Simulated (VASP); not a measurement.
# Sb (P2_1/m) in VASP: a series of runs

Runs on Sb. Level: PBEsol. Tasks: single point.

All numbers are computed with VASP 6.6.1; they aren't measurements. Logs are shortened: lines on timing, memory, paths and dates and some standing lists are left out, and cuts for length are marked.

### Step 1. The cell of the first run

Symmetry: P2_1/m, No. 11, monoclinic system. Conventional cell: a = 3.122 Å, b = 4.348 Å, c = 4.406 Å, α = 90.00°, β = 90.51°, γ = 90.00°. Within 4.0 Å of Sb (site symmetry m) lie 6 Sb at 3.05 to 3.14 Å.

### Step 2. Single point, PBEsol

File INCAR:

```
PREC = Accurate
ENCUT = 520
EDIFF = 1E-6
ISMEAR = -1
SIGMA = 0.1
LREAL = False
LASPH = True
NELM = 80
ALGO = Normal
ISIF = 2
LWAVE = False
LCHARG = False
GGA = PS
NBANDS = 12
```

File KPOINTS:

```
Automatic mesh
0
Gamma
  10 7 7
```

File POSCAR:

```
Sb
1.0
    3.1224020000      0.0000000000      0.0000000000
    0.0000000000      4.3475180000      0.0000000000
   -0.0389150000      0.0000000000      4.4058520000
Sb
2
Direct
    0.9885544250      0.7500000000      0.7542945837
    0.0113889995      0.2500000000      0.2411659992
```

Potentials or basis: VASP PAW PBE potentials, release 64 (Sb).

Started as:

```bash
> cat potpaw_PBE.64/Sb/POTCAR > POTCAR
> mpirun -np 1 vasp_std > vasp.out
```

OUTCAR:

```text
PREC = Accurate
   ENCUT = 520
   EDIFF = 1E-6
   ISMEAR = -1
   LREAL = False
   LASPH = True
   NELM = 80
   ISIF = 2
   GGA = PS

 ion  position               nearest neighbor table
   1  0.989  0.750  0.754-   2 3.05   2 3.05   2 3.14   2 3.14
   2  0.011  0.250  0.241-   1 3.05   1 3.05   1 3.14   1 3.14

  LATTYP: Found a simple monoclinic cell.
 ALAT       =     3.1224020000
 B/A-ratio  =     1.3923633152
 C/A-ratio  =     1.4111007668
 COS(beta)  =    -0.0088322263

  Lattice vectors:

 A1 = (   3.1224020000,   0.0000000000,   0.0000000000)
 A2 = (   0.0000000000,   4.3475180000,   0.0000000000)
 A3 = (  -0.0389150000,   0.0000000000,   4.4058520000)

Analysis of symmetry for initial positions (statically):
=====================================================================
 Subroutine PRICEL returns:
 Original cell was already a primitive cell.

 Routine SETGRP: Setting up the symmetry group for a
 simple monoclinic supercell.

 Subroutine GETGRP returns: Found  4 space group operations
 (whereof  1 operations were pure point group operations)
 out of a pool of  4 trial point group operations.

The static configuration has the point symmetry C_1 .
 The point group associated with its full space group is C_2h.

Analysis of symmetry for dynamics (positions and initial velocities):
=====================================================================
 Subroutine PRICEL returns:
 Original cell was already a primitive cell.

 Routine SETGRP: Setting up the symmetry group for a
 simple monoclinic supercell.

 Subroutine GETGRP returns: Found  4 space group operations
 (whereof  1 operations were pure point group operations)
 out of a pool of  4 trial point group operations.

The dynamic configuration has the point symmetry C_1 .
 The point group associated with its full space group is C_2h.

 Subroutine INISYM returns: Found  4 space group operations
 (whereof  1 operations are pure point group operations),
 and found     1 'primitive' translations

----------------------------------------------------------------------------------------

                                     Primitive cell

  volume of cell :      59.8081

  direct lattice vectors                    reciprocal lattice vectors
     3.122402000  0.000000000  0.000000000     0.320266257  0.000000000  0.002828774
[... 93 lines left out ...]
   ISYM   =      2    0-nonsym 1-usesym 2-fastsym
   POTIM  = 0.5000    time-step for ionic-motion
   TEBEG  =    0.0;   TEEND  =   0.0 temperature during run
   PSTRESS=    0.0 pullay stress
   NELECT =      10.0000    total number of electrons
   NUPDOWN=      -1.0000    fix difference up-down
   EMIN   =  10.00;   EMAX   =-10.00  energy-range for DOS
   EFERMI =   0.00;   METHOD = LEGACY
   ISMEAR =    -1;   SIGMA  =   0.10  broadening in eV -4-tet -1-fermi 0-gaus
   EFERMI_NEDOS =   21; number of points for ismear=-14 and -15
   IALGO  =     38    algorithm
   IMIX   =      4    mixing-type and parameters
     AMIX     =   0.40;   BMIX     =  1.00
     AMIX_MAG =   1.60;   BMIX_MAG =  1.00
  volume/ion in A,a.u.               =      29.90       201.80
  Fermi-wavevector in a.u.,A,eV,Ry     =   0.901893  1.704330 11.067117  0.813410
  Thomas-Fermi vector in A             =   2.025029
   LORBIT       =      0    0 simple, 1 ext, 2 COOP (PROOUT), +10 PAW based schemes
   GGA     = PS    functional components
   LHFCALC =     F    Hartree Fock is set to
   AEXX    =    0.0000 exact exchange contribution
   IVDW    =     0    specifies the selected vdW correction
   LEPSILON=     F    determine dielectric tensor
   LRPA    =     F    only Hartree local field effects (RPA)
 non-spin polarized calculation
  energy-cutoff  :      520.00
  volume of cell :       59.81
 maximum number of plane-waves:      1648
   NGX = 11   NGY = 17   NGZ = 17

 number of electron      10.0000000 magnetization

 number of electron       9.9999999 magnetization

 Free energy of the ion-electron system (eV)
  ---------------------------------------------------
  ext. energy  EPLUGINS =         0.00000000
  ---------------------------------------------------
  free energy    TOTEN  =        -9.07170536 eV

  energy without entropy =       -9.03712076  energy(sigma->0) =       -9.05441306

 E-fermi :   6.8758     XC(G=0):  -9.7414

 val. band max:        6.8757526817   @ k =   0.1000   0.0000   0.4286
 cond. band min:       6.8878990010   @ k =   0.2000   0.1429   0.2857
 fundamental gap:      0.0121463193
 Fermi energy:         6.8757997095

 k-point     1 :       0.0000    0.0000    0.0000
  band No.  band energies     occupation
      1      -5.4288      2.00000
      2      -0.3657      2.00000
      3       3.3777      2.00000
      4       3.5202      2.00000
      5       9.0589      0.00000
      6      10.0514      0.00000
      7      10.2698      0.00000
      8      10.3696      0.00000
      9      13.6703      0.00000
     10      13.9694      0.00000
     11      14.2699      0.00000
     12      15.1203      0.00000
[... 331 lines left out ...]
 k-point    24 :       0.5000    0.4286    0.0000
  band No.  band energies     occupation
      1      -1.7280      2.00000
      2      -0.7132      2.00000
      3       2.6360      2.00000
      4       3.4991      2.00000
      5       6.9338      0.71781
      6       7.7544      0.00031
      7       8.2838      0.00000
      8       9.0045      0.00000
      9      12.0352      0.00000
     10      12.9565      0.00000
     11      13.0285      0.00000
     12      13.9361      0.00000

 [... further k-points ...]

------------------------ aborting loop because EDIFF is reached ----------------------------------------

  FORCE on cell =-STRESS in cart. coord.  units (eV):
  Direction    XX          YY          ZZ          XY          YZ          ZX
  --------------------------------------------------------------------------------------
  -------------------------------------------------------------------------------------
  Total       -1.0902994     -0.6710353     -0.7422940      0.0000000      0.0000000      0.0257814
  in kB      -29.2076251    -17.9761155    -19.8850390      0.0000000      0.0000000      0.6906473
  external PRESSURE =     -22.3562598 kB  Pullay stress =       0.0000000 kB

 VOLUME and BASIS-vectors are now :
 -----------------------------------------------------------------------------
  energy-cutoff  :      520.00
  volume of cell :       59.81
      direct lattice vectors                 reciprocal lattice vectors
     3.122402000  0.000000000  0.000000000     0.320266257  0.000000000  0.002828774
     0.000000000  4.347518000  0.000000000     0.000000000  0.230016299  0.000000000
    -0.038915000  0.000000000  4.405852000     0.000000000  0.000000000  0.226970856

 POSITION                                       TOTAL-FORCE (eV/Angst)
 -----------------------------------------------------------------------------------
      3.05731      3.26064      3.32331         0.027017      0.000000     -0.089106
      0.02618      1.08688      1.06254        -0.027017      0.000000      0.089106
 -----------------------------------------------------------------------------------
    total drift:                               -0.000000      0.000000      0.000001

  FREE ENERGIE OF THE ION-ELECTRON SYSTEM (eV)
  ---------------------------------------------------
  free  energy   TOTEN  =        -9.0717053590 eV

  energy  without entropy=       -9.0371207601  energy(sigma->0) =       -9.05441306
```

OSZICAR:

```text
N       E                     dE             d eps       ncg     rms          rms(c)
DAV:   1     0.308471894517E+02    0.30847E+02   -0.34555E+03  3456   0.649E+02
DAV:   2    -0.737946308093E+01   -0.38227E+02   -0.37111E+02  4556   0.104E+02
DAV:   3    -0.906065634631E+01   -0.16812E+01   -0.16623E+01  4228   0.241E+01
DAV:   4    -0.907508898423E+01   -0.14433E-01   -0.14426E-01  3964   0.270E+00
DAV:   5    -0.907526484554E+01   -0.17586E-03   -0.17586E-03  4172   0.323E-01    0.262E+00
DAV:   6    -0.907321023016E+01    0.20546E-02   -0.74106E-04  3924   0.176E-01    0.155E+00
DAV:   7    -0.907167726109E+01    0.15330E-02   -0.16964E-03  3776   0.256E-01    0.667E-02
DAV:   8    -0.907170372045E+01   -0.26459E-04   -0.56321E-05  4196   0.494E-02    0.101E-02
DAV:   9    -0.907170550687E+01   -0.17864E-05   -0.23400E-06  3980   0.964E-03    0.229E-03
DAV:  10    -0.907170535903E+01    0.14784E-06   -0.28353E-07  3008   0.288E-03
   1 F= -.90717054E+01 E0= -.90544131E+01  d E =-.345846E-01
```

stdout:

```text
POSCAR found type information on POSCAR Sb
 POSCAR found :  1 types and       2 ions
 scaLAPACK will be used
 -----------------------------------------------------------------------------
|                                                                             |
|                                                                             |
|     You enforced a specific xc type in the INCAR file but a different       |
|     I HOPE YOU KNOW WHAT YOU ARE DOING!                                     |
|                                                                             |
 -----------------------------------------------------------------------------

 LDA part: xc-table for (Slater+PW92), standard interpolation
 POSCAR, INCAR and KPOINTS ok, starting setup
 FFT: planning ... GRIDC
 FFT: planning ... GRID_SOFT
 FFT: planning ... GRID
 WAVECAR not read
 entering main loop
```

Wall time 85 s (1 thread of Intel Xeon 8259CL, shared host); peak memory 0.23 GiB.

Results:

```yaml
Free_energy: -9.0717 eV
Pressure: -2.2 GPa
Largest_force: 0.093 eV/Å
Band_gap_on_the_k_mesh: zero (bands 5 and 6 overlap by 7.65 eV)
```

Forces on the atoms (eV/Å):
```
Sb   0.027  0.000 -0.089
Sb  -0.027  0.000  0.089
```

Caveat: the PAW data sets were made with another functional, which shifts forces and pressure a little; spin-orbit coupling is left out, which moves the levels of the heavy elements.

### Step 3. Single point, PBEsol

File INCAR:

```
  PREC = Accurate
  ENCUT = 520
  EDIFF = 1E-6
  ISMEAR = -1
  SIGMA = 0.1
  LREAL = F
  LASPH = T
  NELM = 100
  ALGO = Normal
  ISIF = 2
  LWAVE = F
  LCHARG = F
  GGA = PS
  NBANDS = 12
```

File KPOINTS:

```
regular mesh
0
Gamma
  10 7 7
```

Edit POSCAR of step 2 so:

```diff
@@ -8,3 +8,3 @@
 Direct
-    0.9885544250      0.7500000000      0.7542945837
+    0.9885827127      0.7500000000      0.7565642922
     0.0113889995      0.2500000000      0.2411659992
```

Potentials or basis: VASP PAW PBE potentials, release 64 (Sb).

Started as:

```bash
> cat potpaw_PBE.64/Sb/POTCAR > POTCAR
> mpirun -np 1 vasp_std > vasp.out
```

OUTCAR:

```text
PREC = Accurate
   ENCUT = 520
   EDIFF = 1E-6
   ISMEAR = -1
   LREAL = F
   LASPH = T
   NELM = 100
   ISIF = 2
   GGA = PS

 ion  position               nearest neighbor table
   1  0.989  0.750  0.757-   2 3.05   2 3.05   2 3.14   2 3.14
   2  0.011  0.250  0.241-   1 3.05   1 3.05   1 3.14   1 3.14

  LATTYP: Found a simple monoclinic cell.
 ALAT       =     3.1224020000
 B/A-ratio  =     1.3923633152
 C/A-ratio  =     1.4111007668
 COS(beta)  =    -0.0088322263

  Lattice vectors:
[... 540 lines left out ...]
      5       6.9323      0.73002
      6       7.7322      0.00039
      7       8.3097      0.00000
      8       9.0104      0.00000
      9      12.0352      0.00000
     10      12.9557      0.00000
     11      13.0308      0.00000
     12      13.9374      0.00000

 [... further k-points ...]
[... 5 lines left out ...]
  --------------------------------------------------------------------------------------
  -------------------------------------------------------------------------------------
  Total       -1.0746884     -0.6612187     -0.7294489      0.0000000      0.0000000      0.0246499
  in kB      -28.7894281    -17.7131416    -19.5409342      0.0000000      0.0000000      0.6603374
  external PRESSURE =     -22.0145013 kB  Pullay stress =       0.0000000 kB

 VOLUME and BASIS-vectors are now :
 -----------------------------------------------------------------------------
  energy-cutoff  :      520.00
  volume of cell :       59.81
      direct lattice vectors                 reciprocal lattice vectors
     3.122402000  0.000000000  0.000000000     0.320266257  0.000000000  0.002828774
     0.000000000  4.347518000  0.000000000     0.000000000  0.230016299  0.000000000
    -0.038915000  0.000000000  4.405852000     0.000000000  0.000000000  0.226970856

 POSITION                                       TOTAL-FORCE (eV/Angst)
 -----------------------------------------------------------------------------------
      3.05731      3.26064      3.33331         0.027009      0.000000     -0.103628
      0.02618      1.08688      1.06254        -0.027009      0.000000      0.103628
 -----------------------------------------------------------------------------------
    total drift:                               -0.000000      0.000000      0.000000

  FREE ENERGIE OF THE ION-ELECTRON SYSTEM (eV)
  ---------------------------------------------------
  free  energy   TOTEN  =        -9.0707427683 eV

  energy  without entropy=       -9.0360688973  energy(sigma->0) =       -9.05340583
```

OSZICAR:

```text
N       E                     dE             d eps       ncg     rms          rms(c)
DAV:   1     0.308318839636E+02    0.30832E+02   -0.34545E+03  3456   0.649E+02
DAV:   2    -0.737882177806E+01   -0.38211E+02   -0.37100E+02  4568   0.104E+02
DAV:   3    -0.905980177612E+01   -0.16810E+01   -0.16620E+01  4236   0.241E+01
DAV:   4    -0.907421479785E+01   -0.14413E-01   -0.14407E-01  3948   0.270E+00
DAV:   5    -0.907439061965E+01   -0.17582E-03   -0.17582E-03  4172   0.323E-01    0.263E+00
DAV:   6    -0.907228193007E+01    0.21087E-02   -0.74098E-04  3928   0.176E-01    0.155E+00
DAV:   7    -0.907071428142E+01    0.15676E-02   -0.17046E-03  3768   0.256E-01    0.665E-02
DAV:   8    -0.907074109437E+01   -0.26813E-04   -0.56382E-05  4204   0.493E-02    0.101E-02
DAV:   9    -0.907074290584E+01   -0.18115E-05   -0.23550E-06  3996   0.967E-03    0.229E-03
DAV:  10    -0.907074276832E+01    0.13752E-06   -0.28033E-07  2988   0.287E-03
   1 F= -.90707428E+01 E0= -.90534058E+01  d E =-.346739E-01
```

Run time: 62 s. Hardware: 1 thread of Intel Xeon 8259CL, shared host; peak memory 0.23 GiB.

What came out:

```yaml
Free_energy: -9.0707 eV
Pressure: -2.2 GPa
Largest_force: 0.107 eV/Å
Band_gap_on_the_k_mesh: zero (bands 5 and 6 overlap by 7.64 eV)
```

Forces on the atoms (eV/Å):
```
Sb   0.027  0.000 -0.104
Sb  -0.027  0.000  0.104
```

Stress tensor (GPa, compression positive):
```
-2.88  0.00  0.07
 0.00 -1.77  0.00
 0.07  0.00 -1.95
```

Levels at points of the mesh, in eV from the Fermi level:
| k point | band 1 | band 2 | band 3 | band 4 | band 5 | band 6 | band 7 | band 8 | band 9 | band 10 |
| --- | --- | --- | --- | --- | --- | --- | --- | --- | --- | --- |
| (0.00, 0.00, 0.00) | -12.31 | -7.24 | -3.50 | -3.36 | 2.17 | 3.17 | 3.39 | 3.51 | 6.79 | 7.09 |
| (0.50, 0.00, 0.00) | -9.97 | -5.51 | -4.46 | -1.64 | -1.49 | -1.42 | 4.63 | 4.89 | 4.91 | 5.43 |

Caveat: the PAW data sets were made with another functional, which shifts forces and pressure a little; spin-orbit coupling is left out, which moves the levels of the heavy elements.
